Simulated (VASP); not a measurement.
SnO2, 12 atoms in the cell. The structure is cubic, space group Fd-3m (No. 227). Conventional cell: a = 8.925 Å, b = 8.925 Å, c = 8.925 Å, α = 90.00°, β = 90.00°, γ = 90.00°. Sn (site symmetry -3m) has 6 O at 2.10 Å within 2.8 Å. O (site symmetry 3m) has 3 Sn at 2.10 Å and 3 O at 2.74 Å within 2.8 Å. 

```yaml
Program: VASP 6.6.1
Task: single point
Functional: r2SCAN
Potentials_or_basis: VASP PAW PBE potentials, release 64 (Sn_d, O)
Cutoff: 520 eV
k_mesh: 6 × 6 × 6
Occupations: gaussian, width 0.02 eV
Spin: no spin polarisation
Dipole_correction: no
Further_INCAR_settings: ALGO = Normal; EDIFF = 1e-06; NBANDS = 64
```

Potentials or basis: VASP PAW PBE potentials, release 64 (Sn_d, O).

Run with:

```bash
$ cat potpaw_PBE.64/Sn_d/POTCAR potpaw_PBE.64/O/POTCAR > POTCAR
$ cp INCAR.step1 INCAR
$ mpirun -np 1 vasp_std > vasp.out
$ cp INCAR.step2 INCAR
$ mpirun -np 1 vasp_std > vasp.out
```

Hardware: 1 thread of Intel(R) Xeon(R) Platinum 8488C (Sapphire Rapids), on a shared host.

Problem. How long does it take, and how much memory?

Solution. It took 8.4 min on 1 thread of Intel(R) Xeon(R) Platinum 8488C (Sapphire Rapids), with other jobs on the host, peak memory 0.44 GiB. Counts: k points 16.
